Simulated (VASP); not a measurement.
# Al2Pt (R3m) in VASP: a series of runs, part 2 of 2

VASP 6.6.1. Earlier steps stand in the parts before.

## 3. Electric field gradients, PBE (shortest bond scaled by 0.64)

Contents of INCAR:

```
PREC = Accurate
ENCUT = 430
EDIFF = 1E-8
ISMEAR = -1
SIGMA = 0.05
LREAL = False
LASPH = True
NELM = 120
ALGO = Normal
ISIF = 2
LWAVE = False
LCHARG = False
GGA = PE
LEFG = True
NBANDS = 19
GGA_COMPAT = False
```

Contents of KPOINTS:

```
Automatic mesh
0
Gamma
  9 9 9
```

Contents of POSCAR:

```
Al2Pt
1.0
    0.0000000000      2.9550000000      2.9550000000
    2.9550000000      0.0000000000      2.9550000000
    2.9550000000      2.9550000000      0.0000000000
Al Pt
2 1
Direct
    0.2050000000      0.2050000000      0.2050000000
    0.7500000000      0.7500000000      0.7500000000
    0.0450000000      0.0450000000      0.0450000000
```

Potentials or basis: VASP PAW PBE potentials, release 64 (Al, Pt_sv_GW).

Command:

```
$ cat potpaw_PBE.64/Al/POTCAR potpaw_PBE.64/Pt_sv_GW/POTCAR > POTCAR
$ mpirun -np 1 vasp_std > vasp.out
```

OUTCAR:

```text
PREC = Accurate
   ENCUT = 430
   EDIFF = 1E-8
   ISMEAR = -1
   LREAL = False
   LASPH = True
   NELM = 120
   ISIF = 2
   GGA = PE

 ion  position               nearest neighbor table
   1  0.205  0.205  0.205-   3 1.64   2 2.72   2 2.72   2 2.72   3 2.99   3 2.99   3 2.99   2 3.24
                             2 3.24   2 3.24
   2  0.750  0.750  0.750-   3 2.44   3 2.44   3 2.44   1 2.72   1 2.72   1 2.72   3 3.02   1 3.24
                             1 3.24   1 3.24
   3  0.045  0.045  0.045-   1 1.64   2 2.44   2 2.44   2 2.44   1 2.99   1 2.99   1 2.99   2 3.02

 -----------------------------------------------------------------------------
|                                                                             |
|           W    W    AA    RRRRR   N    N  II  N    N   GGGG   !!!           |
|           W    W   A  A   R    R  NN   N  II  NN   N  G    G  !!!           |
|           W    W  A    A  R    R  N N  N  II  N N  N  G       !!!           |
|           W WW W  AAAAAA  RRRRR   N  N N  II  N  N N  G  GGG   !            |
|           WW  WW  A    A  R   R   N   NN  II  N   NN  G    G                |
|           W    W  A    A  R    R  N    N  II  N    N   GGGG   !!!           |
|                                                                             |
|     The distance between some ions is very small. Please check the          |
|     nearest-neighbor list in the OUTCAR file.                               |
|     I HOPE YOU KNOW WHAT YOU ARE DOING!                                     |
|                                                                             |
 -----------------------------------------------------------------------------

  LATTYP: Found a face centered cubic cell.
 ALAT       =     5.9100000000

  Lattice vectors:

 A1 = (   0.0000000000,   2.9550000000,   2.9550000000)
[... 191 lines left out ...]
      5      -2.3692      2.00000
      6       1.8591      2.00000
[... 505 lines left out ...]
      6       1.6846      2.00000
[... 11 lines left out ...]
     18      15.6716      0.00000
     19      16.3366      0.00000

 [... further k-points ...]
[... 5 lines left out ...]
  --------------------------------------------------------------------------------------
  -------------------------------------------------------------------------------------
  Total       21.3279258     21.3279258     21.3279258     18.7760297     18.7760297     18.7760297
  in kB      662.1505636    662.1505636    662.1505636    582.9239454    582.9239454    582.9239454
  external PRESSURE =     662.1505636 kB  Pullay stress =       0.0000000 kB

 VOLUME and BASIS-vectors are now :
 -----------------------------------------------------------------------------
  energy-cutoff  :      430.00
  volume of cell :       51.61
      direct lattice vectors                 reciprocal lattice vectors
     0.000000000  2.955000000  2.955000000    -0.169204738  0.169204738  0.169204738
     2.955000000  0.000000000  2.955000000     0.169204738 -0.169204738  0.169204738
     2.955000000  2.955000000  0.000000000     0.169204738  0.169204738 -0.169204738

 POSITION                                       TOTAL-FORCE (eV/Angst)
 -----------------------------------------------------------------------------------
      1.21155      1.21155      1.21155        21.881197     21.881197     21.881197
      4.43250      4.43250      4.43250        -0.005399     -0.005399     -0.005399
      0.26595      0.26595      0.26595       -21.875798    -21.875798    -21.875798
 -----------------------------------------------------------------------------------
    total drift:                                0.000127      0.000127      0.000127

  FREE ENERGIE OF THE ION-ELECTRON SYSTEM (eV)
  ---------------------------------------------------
  free  energy   TOTEN  =        -6.8415198737 eV

  energy  without entropy=       -6.8338030697  energy(sigma->0) =       -6.83766147

 Electric field gradients (V/A^2)
---------------------------------------------------------------------
 ion       V_xx      V_yy      V_zz      V_xy      V_xz      V_yz
---------------------------------------------------------------------
   1       0.000     0.000     0.000   -35.406   -35.406   -35.406
   2       0.000    -0.000    -0.000    19.869    19.869    19.869
   3      -0.000    -0.000    -0.000   171.720   171.720   171.720
---------------------------------------------------------------------

 Electric field gradients after diagonalization (V/A^2)
 (convention: |V_zz| > |V_xx| > |V_yy|)
----------------------------------------------------------------------
 ion       V_xx      V_yy      V_zz     asymmetry (V_yy - V_xx)/ V_zz
----------------------------------------------------------------------
   1      35.406    35.406   -70.812       0.000
   2     -19.869   -19.869    39.738       0.000
   3    -171.720  -171.720   343.440       0.000
----------------------------------------------------------------------

           NMR quadrupolar parameters

 Cq : quadrupolar parameter    Cq=e*Q*V_zz/h
 eta: asymmetry parameters     (V_yy - V_xx)/ V_zz
 Q  : nuclear electric quadrupole moment in mb (millibarn)
----------------------------------------------------------------------
 ion       Cq(MHz)       eta       Q (mb)
----------------------------------------------------------------------
   1      -0.171       0.000       1.000
   2       0.096       0.000       1.000
   3       0.830       0.000       1.000
----------------------------------------------------------------------
```

OSZICAR:

```text
N       E                     dE             d eps       ncg     rms          rms(c)
DAV:   1     0.118858369678E+03    0.11886E+03   -0.13478E+04  4070   0.105E+03
DAV:   2    -0.388942915678E+01   -0.12275E+03   -0.11893E+03  4005   0.293E+02
DAV:   3    -0.845346164410E+01   -0.45640E+01   -0.45334E+01  3989   0.522E+01
DAV:   4    -0.848447213584E+01   -0.31010E-01   -0.30977E-01  3872   0.414E+00
DAV:   5    -0.848478598518E+01   -0.31385E-03   -0.31383E-03  3771   0.416E-01    0.962E+01
DAV:   6    -0.691927066908E+01    0.15655E+01   -0.68343E+00  3571   0.207E+01    0.587E+01
DAV:   7    -0.687885854785E+01    0.40412E-01   -0.10391E+00  3489   0.938E+00    0.992E+00
DAV:   8    -0.684465670483E+01    0.34202E-01   -0.11670E-01  3534   0.336E+00    0.762E-01
DAV:   9    -0.684162208393E+01    0.30346E-02   -0.25244E-02  3534   0.134E+00    0.388E-01
DAV:  10    -0.684155645565E+01    0.65628E-04   -0.22573E-03  3638   0.442E-01    0.224E-01
DAV:  11    -0.684151839859E+01    0.38057E-04   -0.23938E-04  3736   0.138E-01    0.640E-02
DAV:  12    -0.684151995716E+01   -0.15586E-05   -0.23534E-05  3599   0.472E-02    0.153E-02
DAV:  13    -0.684151987114E+01    0.86020E-07   -0.15009E-06  3731   0.112E-02    0.444E-03
DAV:  14    -0.684151980342E+01    0.67717E-07   -0.20882E-07  3783   0.386E-03    0.135E-03
DAV:  15    -0.684151986767E+01   -0.64245E-07   -0.98944E-09  2814   0.897E-04    0.617E-04
DAV:  16    -0.684151987903E+01   -0.11364E-07   -0.21691E-09  1918   0.385E-04    0.361E-04
DAV:  17    -0.684151987369E+01    0.53446E-08   -0.36933E-10  1756   0.142E-04
   1 F= -.68415199E+01 E0= -.68376615E+01  d E =-.771680E-02
```

stdout:

```text
POSCAR found type information on POSCAR AlPt
 POSCAR found :  2 types and       3 ions
 scaLAPACK will be used
 LDA part: xc-table for (Slater+PW92), standard interpolation
 -----------------------------------------------------------------------------
|                                                                             |
|           W    W    AA    RRRRR   N    N  II  N    N   GGGG   !!!           |
|           W    W   A  A   R    R  NN   N  II  NN   N  G    G  !!!           |
|           W    W  A    A  R    R  N N  N  II  N N  N  G       !!!           |
|           W WW W  AAAAAA  RRRRR   N  N N  II  N  N N  G  GGG   !            |
|           WW  WW  A    A  R   R   N   NN  II  N   NN  G    G                |
|           W    W  A    A  R    R  N    N  II  N    N   GGGG   !!!           |
|                                                                             |
|     The distance between some ions is very small. Please check the          |
|     nearest-neighbor list in the OUTCAR file.                               |
|     I HOPE YOU KNOW WHAT YOU ARE DOING!                                     |
|                                                                             |
 -----------------------------------------------------------------------------

 POSCAR, INCAR and KPOINTS ok, starting setup
 FFT: planning ... GRIDC
 FFT: planning ... GRID_SOFT
 FFT: planning ... GRID
 WAVECAR not read
 entering main loop
ion   1

ion   2

ion   3
```

Wall time 67 s (1 thread of AMD EPYC 9R45 (Zen 5), shared host); peak memory 0.17 GiB.

What came out:

```yaml
Free_energy: -6.8415 eV
Pressure: 66.2 GPa
Largest_force: 37.899 eV/Å
Band_gap_on_the_k_mesh: zero (band 12 reaches 11.26 eV, above the bottom of band 13 at 6.66 eV)
```

Forces on the atoms (eV/Å):
```
Al   21.881  21.881  21.881
Al   -0.005  -0.005  -0.005
Pt  -21.876 -21.876 -21.876
```

Electric field gradients, principal values (V/Å²):
```
atom     least    middle  greatest (by size)
1 Al    35.406    35.406             -70.812
2 Al   -19.869   -19.869              39.738
3 Pt  -171.720  -171.720             343.440
```

Caveat: the cell differs from its parent crystal (shortest bond scaled by 0.64); without QUAD_EFG the Cq values of the log hold for a quadrupole moment of 1 mb, not for the nuclei; spin-orbit coupling is left out, which moves the levels of the heavy elements; forces of over 1 eV/Å act on the atoms, so gaps and moduli don't describe the material at rest.

## 4. Electric field gradients, PBE (shortest bond scaled by 0.82)

Contents of INCAR:

```
SYSTEM = Al2Pt
  ALGO = Normal
  EDIFF = 1E-8
  ENCUT = 430
  GGA = PE
  GGA_COMPAT = .FALSE.
  ISIF = 2
  ISMEAR = -1
  LASPH = .TRUE.
  LCHARG = .FALSE.
  LEFG = .TRUE.
  LREAL = .FALSE.
  LWAVE = .FALSE.
  NBANDS = 19
  NELM = 120
  PREC = Accurate
  SIGMA = 0.05
```

Contents of KPOINTS:

```
k-points
0
G
  9 9 9
  0 0 0
```

Contents of POSCAR:

```
Al2Pt
1.0
    0.0000000000      2.9550000000      2.9550000000
    2.9550000000      0.0000000000      2.9550000000
    2.9550000000      2.9550000000      0.0000000000
Al Pt
2 1
Direct
    0.2275000000      0.2275000000      0.2275000000
    0.7500000000      0.7500000000      0.7500000000
    0.0225000000      0.0225000000      0.0225000000
```

Potentials or basis: VASP PAW PBE potentials, release 64 (Al, Pt_sv_GW).

Command:

```
$ cat potpaw_PBE.64/Al/POTCAR potpaw_PBE.64/Pt_sv_GW/POTCAR > POTCAR
$ mpirun -np 1 vasp_std > vasp.out
```

OUTCAR:

```text
SYSTEM = Al2Pt
   EDIFF = 1E-8
   ENCUT = 430
   GGA = PE
   ISIF = 2
   ISMEAR = -1
   LASPH = .TRUE.
   LREAL = .FALSE.
   NELM = 120
   PREC = Accurate

 ion  position               nearest neighbor table
   1  0.227  0.227  0.227-   3 2.10   3 2.75   3 2.75   3 2.75   2 2.83   2 2.83   2 2.83   2 3.09
                             2 3.09   2 3.09
   2  0.750  0.750  0.750-   3 2.49   3 2.49   3 2.49   3 2.79   1 2.83   1 2.83   1 2.83   1 3.09
                             1 3.09   1 3.09
   3  0.023  0.023  0.023-   1 2.10   2 2.49   2 2.49   2 2.49   1 2.75   1 2.75   1 2.75   2 2.79

  LATTYP: Found a face centered cubic cell.
 ALAT       =     5.9100000000

[... 752 lines left out ...]
---------------------------------------------------------------------
 ion       V_xx      V_yy      V_zz      V_xy      V_xz      V_yz
---------------------------------------------------------------------
   1       0.000    -0.000    -0.000   -23.001   -23.001   -23.001
   2      -0.000    -0.000     0.000    11.274    11.274    11.274
   3      -0.000    -0.000    -0.000    -5.227    -5.227    -5.227
---------------------------------------------------------------------

 Electric field gradients after diagonalization (V/A^2)
 (convention: |V_zz| > |V_xx| > |V_yy|)
----------------------------------------------------------------------
 ion       V_xx      V_yy      V_zz     asymmetry (V_yy - V_xx)/ V_zz
----------------------------------------------------------------------
   1      23.001    23.001   -46.002       0.000
   2     -11.274   -11.274    22.549       0.000
   3       5.227     5.227   -10.454       0.000
----------------------------------------------------------------------

           NMR quadrupolar parameters

 Cq : quadrupolar parameter    Cq=e*Q*V_zz/h
 eta: asymmetry parameters     (V_yy - V_xx)/ V_zz
 Q  : nuclear electric quadrupole moment in mb (millibarn)
----------------------------------------------------------------------
 ion       Cq(MHz)       eta       Q (mb)
----------------------------------------------------------------------
   1      -0.111       0.000       1.000
   2       0.055       0.000       1.000
   3      -0.025       0.000       1.000
----------------------------------------------------------------------
```

OSZICAR:

```text
N       E                     dE             d eps       ncg     rms          rms(c)
DAV:   1     0.938115167542E+02    0.93812E+02   -0.12997E+04  4142   0.102E+03
DAV:   2    -0.134216745578E+02   -0.10723E+03   -0.10363E+03  4047   0.277E+02
DAV:   3    -0.172653327788E+02   -0.38437E+01   -0.37974E+01  3990   0.456E+01
DAV:   4    -0.172946226948E+02   -0.29290E-01   -0.29267E-01  3921   0.379E+00
DAV:   5    -0.172949422133E+02   -0.31952E-03   -0.31951E-03  3980   0.397E-01    0.868E+01
DAV:   6    -0.152724659461E+02    0.20225E+01   -0.15629E+01  3634   0.268E+01    0.566E+01
DAV:   7    -0.152278356197E+02    0.44630E-01   -0.28665E+00  3488   0.148E+01    0.190E+01
DAV:   8    -0.151052649117E+02    0.12257E+00   -0.34204E-01  3475   0.475E+00    0.156E+00
DAV:   9    -0.151047714359E+02    0.49348E-03   -0.59382E-02  3631   0.162E+00    0.768E-01
DAV:  10    -0.151042237079E+02    0.54773E-03   -0.21781E-03  3654   0.423E-01    0.375E-01
DAV:  11    -0.151042259607E+02   -0.22528E-05   -0.61084E-04  3619   0.181E-01    0.369E-02
DAV:  12    -0.151042215534E+02    0.44073E-05   -0.55185E-05  3663   0.582E-02    0.177E-02
DAV:  13    -0.151042243102E+02   -0.27568E-05   -0.79125E-06  3824   0.188E-02    0.306E-02
DAV:  14    -0.151042225941E+02    0.17161E-05   -0.47651E-06  3640   0.188E-02    0.684E-03
DAV:  15    -0.151042226114E+02   -0.17279E-07   -0.33202E-07  3504   0.404E-03    0.802E-04
DAV:  16    -0.151042226560E+02   -0.44596E-07   -0.16532E-08  3149   0.882E-04    0.572E-04
DAV:  17    -0.151042226639E+02   -0.78812E-08   -0.31496E-09  2542   0.419E-04
   1 F= -.15104223E+02 E0= -.15099233E+02  d E =-.997851E-02
```

stdout:

```text
POSCAR found type information on POSCAR AlPt
 POSCAR found :  2 types and       3 ions
 scaLAPACK will be used
 LDA part: xc-table for (Slater+PW92), standard interpolation
 POSCAR, INCAR and KPOINTS ok, starting setup
 FFT: planning ... GRIDC
 FFT: planning ... GRID_SOFT
 FFT: planning ... GRID
 WAVECAR not read
 entering main loop
ion   1

ion   2

ion   3
```

It took 64 s on 1 thread of Intel Xeon Platinum 8259CL at 2.50GHz (Skylake/Cascade Lake), shared host; peak memory 0.2 GiB.

What came out:

| Property | Result |
| --- | --- |
| Free energy | -15.1042 eV |
| Pressure | 11.8 GPa |
| Largest force | 6.333 eV/Å |
| Band gap on the k mesh | zero (band 12 reaches 11.46 eV, above the bottom of band 13 at 6.45 eV) |

Forces on the atoms (eV/Å):
```
Al   3.595  3.595  3.595
Al   0.061  0.061  0.061
Pt  -3.656 -3.656 -3.656
```

Electric field gradients, principal values (V/Å²):
```tsv
atom	least	middle	greatest (by size)
1 Al	23.001	23.001	-46.002
2 Al	-11.274	-11.274	22.549
3 Pt	5.227	5.227	-10.454
```

Caveat: the cell differs from its parent crystal (shortest bond scaled by 0.82); without QUAD_EFG the Cq values of the log hold for a quadrupole moment of 1 mb, not for the nuclei; spin-orbit coupling is left out, which moves the levels of the heavy elements; forces of over 1 eV/Å act on the atoms, so gaps and moduli don't describe the material at rest.
